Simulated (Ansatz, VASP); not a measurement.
**Hf2Br3: VASP beside Ansatz**

```xyz
10
Lattice="2.9765 1.7185 7.6229 -2.9765 1.7185 7.6229 0.0000 -3.4370 7.6229" Properties=species:S:1:pos:R:3 pbc="T T T"
Hf    0.0000    0.0000   19.0063
Hf    0.0000    0.0000   15.2968
Hf    0.0000    0.0000    3.8624
Hf    0.0000    0.0000    7.5719
Br   -0.9474   -1.7185    9.5286
Br    1.9620    0.0388    9.5286
Br   -1.0146    1.6797    9.5286
Br    0.9474    1.7185   13.3401
Br   -1.9620   -0.0388   13.3401
Br    1.0146   -1.6797   13.3401
```

Alike in both runs: functional PBE; k mesh 3 × 3 × 3; occupations gaussian, width 0.1 eV; no spin polarisation.

Ansatz relaxed the structure, and its values are those at the end. VASP's run is a single point on that final structure, the one shown.

|  | VASP | Ansatz |
| --- | --- | --- |
| version | VASP 6.6.1 | Ansatz 0.2.0 |
| potentials or method | VASP PAW PBE potentials, release 64 (Hf_pv, Br), cutoff 520 eV | scalar-relativistic, plane waves, PAW |
| valence electrons in the cell | 82 | 146 |

Ansatz gave:

| Quantity | Value |
| --- | --- |
| gap on the k mesh at the Fermi level (eV) | none |
| pressure (GPa) | 0.0 |
| rms of the force components (eV/Å) | 0.000 |

Q: Estimate VASP's values.

A: gap on the k mesh at the Fermi level (eV): none; pressure (GPa): -0.4; rms of the force components (eV/Å): 0.010.

A gap of «none» marks a metal or a gap that the smearing closes. VASP's potentials hold 82 valence electrons a cell and Ansatz's 146, so a difference there can come from the potentials and not from the codes.

The k mesh is coarse, so the values compare programs but aren't converged. Neither program's run includes spin-orbit coupling.
